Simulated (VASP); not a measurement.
# Zn (P6_3/mmc) in VASP: further runs

Runs on Zn. Level: PBEsol. Tasks: single point.

Program: VASP 6.6.1. These are calculated values, not measurements. Logs are shortened: lines on timing, memory, paths and dates and some standing lists are left out, and cuts for length are marked.

## 1. The cell of the first run

It takes space group P6_3/mmc (No. 194, hexagonal). Conventional cell: a = 2.665 Å, b = 2.665 Å, c = 4.947 Å, α = 90.00°, β = 90.00°, γ = 120.00°. Zn (site symmetry -6m2) has 12 Zn at 2.66 to 2.91 Å within 3.5 Å.

## 2. Single point, PBEsol

INCAR reads:

```
SYSTEM = Zn
ALGO     = Normal         ! electronic algorithm
EDIFF    = 1E-6           ! SCF threshold, eV
ENCUT    = 520            ! plane-wave cutoff, eV
GGA      = PS             ! functional
ISIF     = 2              ! what is computed and relaxed
ISMEAR   = 0              ! smearing method
LASPH    = .TRUE.         ! aspherical terms in the spheres
LCHARG   = .FALSE.        ! write CHGCAR
LREAL    = .FALSE.        ! projectors in reciprocal space
LWAVE    = .FALSE.        ! write WAVECAR
NBANDS   = 19             ! bands
NELM     = 80             ! most SCF steps
PREC     = Accurate       ! precision mode
SIGMA    = 0.1            ! smearing width, eV
```

KPOINTS reads:

```
k-points
0
G
  6 6 4
  0 0 0
```

POSCAR reads:

```
Zn
1.0
    2.6647980532      0.0000000000      0.0000000000
   -1.3323990266      2.3077828100      0.0000000000
    0.0000000000      0.0000000000      4.9467000000
Zn
2
Direct
    0.3333333333      0.6666666667      0.2500000000
    0.6666666667      0.3333333333      0.7500000000
```

Potentials or basis: VASP PAW PBE potentials, release 64 (Zn).

Launch:

```
cat potpaw_PBE.64/Zn/POTCAR > POTCAR
mpirun -np 1 vasp_std > vasp.out
```

OUTCAR:

```text
SYSTEM = Zn
   EDIFF = 1E-6
   ENCUT = 520
   GGA = PS
   ISIF = 2
   ISMEAR = 0
   LASPH = .TRUE.
   LREAL = .FALSE.
   NELM = 80
   PREC = Accurate

 ion  position               nearest neighbor table
   1  0.333  0.667  0.250-   2 2.91   2 2.91   2 2.91   2 2.91   2 2.91   2 2.91
   2  0.667  0.333  0.750-   1 2.91   1 2.91   1 2.91   1 2.91   1 2.91   1 2.91

  LATTYP: Found a hexagonal cell.
 ALAT       =     2.6647980532
 C/A-ratio  =     1.8563132745

  Lattice vectors:

 A1 = (   2.6647980532,   0.0000000000,   0.0000000000)
 A2 = (  -1.3323990266,   2.3077828100,   0.0000000000)
 A3 = (   0.0000000000,   0.0000000000,   4.9467000000)

Analysis of symmetry for initial positions (statically):
=====================================================================
 Subroutine PRICEL returns:
 Original cell was already a primitive cell.

 Routine SETGRP: Setting up the symmetry group for a
 hexagonal supercell.

 Subroutine GETGRP returns: Found 24 space group operations
 (whereof 12 operations were pure point group operations)
 out of a pool of 24 trial point group operations.

The static configuration has the point symmetry D_3d.
 The point group associated with its full space group is D_6h.

Analysis of symmetry for dynamics (positions and initial velocities):
=====================================================================
 Subroutine PRICEL returns:
 Original cell was already a primitive cell.

 Routine SETGRP: Setting up the symmetry group for a
 hexagonal supercell.

 Subroutine GETGRP returns: Found 24 space group operations
 (whereof 12 operations were pure point group operations)
 out of a pool of 24 trial point group operations.

The dynamic configuration has the point symmetry D_3d.
 The point group associated with its full space group is D_6h.

 Subroutine INISYM returns: Found 24 space group operations
 (whereof 12 operations are pure point group operations),
 and found     1 'primitive' translations

----------------------------------------------------------------------------------------

                                     Primitive cell

  volume of cell :      30.4211

  direct lattice vectors                    reciprocal lattice vectors
     2.664798053  0.000000000  0.000000000     0.375262958  0.216658170  0.000000000
    -1.332399027  2.307782810  0.000000000     0.000000000  0.433316340  0.000000000
     0.000000000  0.000000000  4.946700000     0.000000000  0.000000000  0.202154972

  length of vectors
     2.664798053  2.664798053  4.946700000     0.433316340  0.433316340  0.202154972

  position of ions in fractional coordinates (direct lattice)
     0.333333333  0.666666667  0.250000000
     0.666666667  0.333333333  0.750000000

  ion indices of the primitive-cell ions
   primitive index   ion index
                 1           1
                 2           2

----------------------------------------------------------------------------------------

 KPOINTS: k-points

Automatic generation of k-mesh.
 Grid dimensions read from file:
 generate k-points for:    6    6    4

 Generating k-lattice:

  Cartesian coordinates                     Fractional coordinates (reciprocal lattice)
     0.062543826  0.036109695  0.000000000     0.166666667 -0.000000000  0.000000000
     0.000000000  0.072219390  0.000000000     0.000000000  0.166666667  0.000000000
     0.000000000  0.000000000  0.050538743     0.000000000  0.000000000  0.250000000

  Length of vectors
     0.072219390  0.072219390  0.050538743

  Shift w.r.t. Gamma in fractional coordinates (k-lattice)
     0.000000000  0.000000000  0.000000000

 Subroutine IBZKPT returns following result:
 ===========================================

 Found     21 irreducible k-points:

 Following reciprocal coordinates:
            Coordinates               Weight
  0.000000  0.000000  0.000000      1.000000
  0.166667  0.000000  0.000000      6.000000
  0.333333  0.000000  0.000000      6.000000
  0.500000 -0.000000  0.000000      3.000000
  0.166667  0.166667  0.000000      6.000000
  0.333333  0.166667  0.000000     12.000000
[... 13 lines left out ...]
  0.333333  0.166667  0.500000     12.000000
  0.333333  0.333333  0.500000      2.000000
   k-points           NKPTS =     21   k-points in BZ     NKDIM =     21   number of bands    NBANDS=     19
   number of dos      NEDOS =    301   number of ions     NIONS =      2
   total plane-waves  NPLWV =  16000
   dimension x,y,z NGX =    20 NGY =   20 NGZ =   40
   dimension x,y,z NGXF=    40 NGYF=   40 NGZF=   80
   ions per type =               2
   NGX,Y,Z   is equivalent  to a cutoff of  12.48, 12.48, 13.44 a.u.
   NGXF,Y,Z  is equivalent  to a cutoff of  24.95, 24.95, 26.89 a.u.
 SYSTEM =  Zn
   PREC   = accura    normal or accurate (medium, high low for compatibility)
   ISTART =      0    job   : 0-new  1-cont  2-samecut
   ICHARG =      2    charge: 1-file 2-atom 10-const
   ISPIN  =      1    spin polarized calculation?
   LNONCOLLINEAR =      F non collinear calculations
   LSORBIT =      F    spin-orbit coupling
   LASPH  =      T    aspherical Exc in radial PAW
   ENCUT  =  520.0 eV  38.22 Ry    6.18 a.u.   4.95  4.95  9.20*2*pi/ulx,y,z
   NELM   =     80;   NELMIN=  2; NELMDL= -5     # of ELM steps
   EDIFF  = 0.1E-05   stopping-criterion for ELM
   LREAL  =      F    real-space projection
   EDIFFG = 0.1E-04   stopping-criterion for IOM
   NSW    =      0    number of steps for IOM
   IBRION =     -1    ionic relax: 0-MD 1-quasi-New 2-CG
   NFREE  =      0    steps in history (QN), initial steepest desc. (CG)
   ISIF   =      2    stress and relaxation
   ISYM   =      2    0-nonsym 1-usesym 2-fastsym
   POTIM  = 0.5000    time-step for ionic-motion
   TEBEG  =    0.0;   TEEND  =   0.0 temperature during run
   PSTRESS=    0.0 pullay stress
   NELECT =      24.0000    total number of electrons
   NUPDOWN=      -1.0000    fix difference up-down
   EMIN   =  10.00;   EMAX   =-10.00  energy-range for DOS
   EFERMI =   0.00;   METHOD = LEGACY
   ISMEAR =     0;   SIGMA  =   0.10  broadening in eV -4-tet -1-fermi 0-gaus
   EFERMI_NEDOS =   21; number of points for ismear=-14 and -15
   IALGO  =     38    algorithm
   IMIX   =      4    mixing-type and parameters
     AMIX     =   0.40;   BMIX     =  1.00
     AMIX_MAG =   1.60;   BMIX_MAG =  1.00
  volume/ion in A,a.u.               =      15.21       102.65
  Fermi-wavevector in a.u.,A,eV,Ry     =   1.512703  2.858594 31.133805  2.288270
  Thomas-Fermi vector in A             =   2.622592
   LORBIT       =      0    0 simple, 1 ext, 2 COOP (PROOUT), +10 PAW based schemes
   GGA     = PS    functional components
   LHFCALC =     F    Hartree Fock is set to
   AEXX    =    0.0000 exact exchange contribution
   IVDW    =     0    specifies the selected vdW correction
   LEPSILON=     F    determine dielectric tensor
   LRPA    =     F    only Hartree local field effects (RPA)
 non-spin polarized calculation
 Gauss-broadening in eV      SIGMA  =   0.10
  energy-cutoff  :      520.00
  volume of cell :       30.42
 maximum number of plane-waves:       855
 NGX is ok and might be reduce to    20
   NGX =  9   NGY =  9   NGZ = 19

 number of electron      24.0000012 magnetization

 Free energy of the ion-electron system (eV)
  ---------------------------------------------------
  ext. energy  EPLUGINS =         0.00000000
  ---------------------------------------------------
  free energy    TOTEN  =        -3.08478412 eV

  energy without entropy =       -3.08041992  energy(sigma->0) =       -3.08260202

 E-fermi :   3.2051     XC(G=0): -11.6972

 val. band max:        3.0751246660   @ k =   0.3333   0.3333   0.0000
 cond. band min:       3.2127482998   @ k =   0.0000   0.0000   0.2500
 fundamental gap:      0.1376236338
 Fermi energy:         3.2050731091

 k-point     1 :       0.0000    0.0000    0.0000
  band No.  band energies     occupation
      1      -7.4748      2.00000
      2      -5.6322      2.00000
      3      -4.9186      2.00000
      4      -4.6937      2.00000
      5      -4.6937      2.00000
      6      -4.6433      2.00000
[... 11 lines left out ...]
     18      21.9878      0.00000
     19      21.9901      0.00000

 k-point     2 :       0.1667    0.0000    0.0000
  band No.  band energies     occupation
      1      -6.6740      2.00000
      2      -5.3367      2.00000
      3      -4.8722      2.00000
      4      -4.7506      2.00000
      5      -4.6537      2.00000
      6      -4.5481      2.00000
[... 11 lines left out ...]
     18      19.2436      0.00000
     19      20.2043      0.00000

 k-point     3 :       0.3333    0.0000    0.0000
  band No.  band energies     occupation
      1      -5.4017      2.00000
      2      -5.2817      2.00000
      3      -5.0166      2.00000
      4      -4.6762      2.00000
      5      -4.5921      2.00000
      6      -4.4884      2.00000
[... 11 lines left out ...]
     18      17.7155      0.00000
     19      19.4084      0.00000

 k-point     4 :       0.5000   -0.0000    0.0000
  band No.  band energies     occupation
      1      -5.4341      2.00000
      2      -5.3492      2.00000
      3      -5.1828      2.00000
      4      -4.6980      2.00000
      5      -4.5415      2.00000
      6      -4.5321      2.00000
[... 11 lines left out ...]
     18      17.2145      0.00000
     19      18.3434      0.00000

 k-point     5 :       0.1667    0.1667    0.0000
  band No.  band energies     occupation
      1      -5.3758      2.00000
      2      -5.0320      2.00000
      3      -4.9649      2.00000
      4      -4.8743      2.00000
      5      -4.7646      2.00000
      6      -4.6077      2.00000
[... 11 lines left out ...]
     18      16.1134      0.00000
     19      17.4429      0.00000
[... 268 lines left out ...]
      2      -5.4141      2.00000
      3      -5.1066      2.00000
      4      -5.1066      2.00000
      5      -4.3329      2.00000
      6      -4.3329      2.00000
[... 11 lines left out ...]
     18      14.8597      0.00000
     19      16.5061      0.00000

 k-point    19 :       0.1667    0.1667    0.5000
  band No.  band energies     occupation
      1      -5.0675      2.00000
      2      -5.0675      2.00000
      3      -4.8757      2.00000
      4      -4.8757      2.00000
      5      -4.8323      2.00000
      6      -4.8323      2.00000
[... 11 lines left out ...]
     18      12.1245      0.00000
     19      23.6106      0.00000

 k-point    20 :       0.3333    0.1667    0.5000
  band No.  band energies     occupation
      1      -5.1766      2.00000
      2      -5.1766      2.00000
      3      -4.9962      2.00000
      4      -4.9962      2.00000
      5      -4.4877      2.00000
      6      -4.4877      2.00000
[... 11 lines left out ...]
     18      12.7725      0.00000
     19      18.4129      0.00000

 k-point    21 :       0.3333    0.3333    0.5000
  band No.  band energies     occupation
      1      -4.9515      2.00000
      2      -4.9515      2.00000
      3      -4.8409      2.00000
      4      -4.8409      2.00000
      5      -4.6668      2.00000
      6      -4.6668      2.00000
[... 11 lines left out ...]
     18      14.9331      0.00000
     19      17.5640      0.00000

------------------------ aborting loop because EDIFF is reached ----------------------------------------

  FORCE on cell =-STRESS in cart. coord.  units (eV):
  Direction    XX          YY          ZZ          XY          YZ          ZX
  --------------------------------------------------------------------------------------
  -------------------------------------------------------------------------------------
  Total       -0.8670100     -0.8670100     -0.2841817      0.0000000     -0.0000000      0.0000000
  in kB      -45.6625213    -45.6625213    -14.9669019      0.0000000     -0.0000000      0.0000000
  external PRESSURE =     -35.4306481 kB  Pullay stress =       0.0000000 kB

 VOLUME and BASIS-vectors are now :
 -----------------------------------------------------------------------------
  energy-cutoff  :      520.00
  volume of cell :       30.42
      direct lattice vectors                 reciprocal lattice vectors
     2.664798053  0.000000000  0.000000000     0.375262958  0.216658170  0.000000000
    -1.332399027  2.307782810  0.000000000     0.000000000  0.433316340  0.000000000
     0.000000000  0.000000000  4.946700000     0.000000000  0.000000000  0.202154972

 POSITION                                       TOTAL-FORCE (eV/Angst)
 -----------------------------------------------------------------------------------
     -0.00000      1.53852      1.23667        -0.000000      0.000000      0.000000
      1.33240      0.76926      3.71002         0.000000     -0.000000     -0.000000
 -----------------------------------------------------------------------------------
    total drift:                               -0.000000      0.000000      0.000000

  FREE ENERGIE OF THE ION-ELECTRON SYSTEM (eV)
  ---------------------------------------------------
  free  energy   TOTEN  =        -3.0847841237 eV

  energy  without entropy=       -3.0804199182  energy(sigma->0) =       -3.08260202
```

It took 7.3 s on 1 thread of Intel Xeon 6975P-C, shared host; peak memory 0.14 GiB.

Results:

```
Free energy            : -3.0848 eV
Pressure               : -3.5 GPa
Band gap on the k mesh : zero (band 12 reaches 3.88 eV, above the bottom of band 13 at -0.09 eV)
```

Caveat: the k points lie up to 0.45 Å⁻¹ apart; the PAW data sets were made with another functional, which shifts forces and pressure a little.

## 3. Single point, PBEsol (uniaxial strain along c: -3.0 %)

INCAR reads:

```
ALGO = Fast
EDIFF = 1E-6
ENCUT = 520
GGA = PS
ISIF = 2
ISMEAR = 0
LASPH = True
LCHARG = False
LREAL = False
LWAVE = False
NBANDS = 19
NELM = 100
PREC = Accurate
SIGMA = 0.1
```

KPOINTS reads:

```
k-points
0
Gamma
  24 24 12
```

POSCAR reads:

```
Zn
1.0
    2.6121482876      0.0000000000      0.0000000000
   -1.3060741438      2.2621867755      0.0000000000
    0.0000000000      0.0000000000      4.7478778554
Zn
2
Direct
    0.3333333329      0.6666666671      0.2500000000
    0.6666666671      0.3333333329      0.7500000000
```

Potentials or basis: VASP PAW PBE potentials, release 64 (Zn).

Launch:

```
cat potpaw_PBE.64/Zn/POTCAR > POTCAR
mpirun -np 1 vasp_std > vasp.out
```

Run time: 97 s. Hardware: 1 thread of Intel Xeon 6975P-C (Granite Rapids), shared host; peak memory 0.28 GiB.

Results (log left out):

```
Free energy            : -3.1674 eV
Pressure               : 1.6 GPa
Band gap on the k mesh : zero (band 12 reaches 5.05 eV, above the bottom of band 13 at 0.82 eV)
```

Stress tensor (GPa, compression positive):
```
1.37 0.00 0.00
0.00 1.37 0.00
0.00 0.00 2.18
```

Levels at points of the mesh, in eV from the Fermi level:
| k point | band 8 | band 9 | band 10 | band 11 | band 12 | band 13 | band 14 | band 15 | band 16 | band 17 |
| --- | --- | --- | --- | --- | --- | --- | --- | --- | --- | --- |
| (0.00, 0.00, 0.00) | -7.53 | -7.53 | -7.26 | -7.26 | -4.04 | -2.79 | 15.04 | 17.95 | 17.95 | 18.55 |
| (0.50, 0.00, 0.00) | -7.26 | -7.09 | -7.06 | -3.26 | -2.40 | 2.88 | 3.54 | 4.63 | 5.86 | 10.24 |
| (0.00, 0.00, 0.50) | -7.94 | -7.37 | -7.37 | -7.37 | -7.37 | 5.19 | 5.19 | 19.40 | 19.40 | 19.40 |
| (0.50, 0.00, 0.50) | -7.29 | -7.07 | -7.07 | -2.25 | -2.25 | 0.14 | 0.14 | 10.89 | 10.89 | 12.26 |

Caveat: the cell differs from its parent crystal (uniaxial strain along c: -3.0 %); the PAW data sets were made with another functional, which shifts forces and pressure a little.

## 4. Single point, PBEsol (uniaxial strain along c: -2.0 %, then relaxed in part)

INCAR reads:

```
ALGO = Fast
EDIFF = 1E-6
ENCUT = 520
GGA = PS
ISIF = 2
ISMEAR = 0
LASPH = True
LCHARG = True
LELF = True
LREAL = False
LVHAR = True
LWAVE = False
NBANDS = 19
NELM = 60
PREC = Accurate
SIGMA = 0.1
```

KPOINTS is that of step 3.

POSCAR reads:

```
Zn
1.0
    2.6055375125      0.0000000000      0.0000000000
   -1.3027687562      2.2564616763      0.0000000000
    0.0000000000      0.0000000000      4.7968250498
Zn
2
Direct
    0.3333333329      0.6666666671      0.2500000000
    0.6666666671      0.3333333329      0.7500000000
```

Launch:

```
cat potpaw_PBE.64/Zn/POTCAR > POTCAR
mpirun -np 1 vasp_std > vasp.out
```

Run time: 1.7 min. Hardware: 1 thread of Intel Xeon 6975P-C (Granite Rapids), shared host; peak memory 0.28 GiB.

The run converged. Its results:

- Free energy: -3.1695 eV
- Pressure: 1.4 GPa
- Band gap on the k mesh: zero (band 12 reaches 4.92 eV, above the bottom of band 13 at 0.62 eV)

Stress tensor (GPa, compression positive):
```
1.08 0.00 0.00
0.00 1.08 0.00
0.00 0.00 1.98
```

Levels at points of the mesh, in eV from the Fermi level:
| k point | band 8 | band 9 | band 10 | band 11 | band 12 | band 13 | band 14 | band 15 | band 16 | band 17 |
| --- | --- | --- | --- | --- | --- | --- | --- | --- | --- | --- |
| (0.00, 0.00, 0.00) | -7.48 | -7.48 | -7.23 | -7.23 | -4.05 | -2.93 | 14.55 | 18.18 | 18.18 | 18.21 |
| (0.50, 0.00, 0.00) | -7.24 | -7.04 | -7.02 | -3.17 | -2.31 | 2.81 | 3.55 | 4.55 | 5.85 | 10.42 |
| (0.00, 0.00, 0.50) | -7.90 | -7.33 | -7.33 | -7.33 | -7.33 | 4.94 | 4.94 | 19.59 | 19.59 | 19.59 |
| (0.50, 0.00, 0.50) | -7.26 | -7.03 | -7.03 | -2.18 | -2.18 | 0.21 | 0.21 | 10.69 | 10.69 | 12.39 |

Caveat: the cell differs from its parent crystal (uniaxial strain along c: -2.0 %, then relaxed in part); the PAW data sets were made with another functional, which shifts forces and pressure a little.

## 5. Overview

```tsv
cell	k mesh	gap on the mesh (eV)	pressure (GPa)
a = 2.665, b = 2.665, c = 4.947 Å, angles 90.0, 90.0, 120.0°, 2 atoms	6 × 6 × 4	none	-3.5
a = 2.612, b = 2.612, c = 4.748 Å, angles 90.0, 90.0, 120.0°, 2 atoms	24 × 24 × 12	none	1.6
a = 2.606, b = 2.606, c = 4.797 Å, angles 90.0, 90.0, 120.0°, 2 atoms	24 × 24 × 12	none	1.4
```

Alike in all rows: task single point; level PBEsol; potentials or basis VASP PAW PBE potentials, release 64 (Zn); no spin polarisation; cutoff (eV) 520; smearing gaussian 0.1 eV.

Caveats: some runs use coarse meshes; the PAW data sets were made with another functional, which shifts forces and pressure a little.

Absolute energies hang on the potentials; compare differences alone.
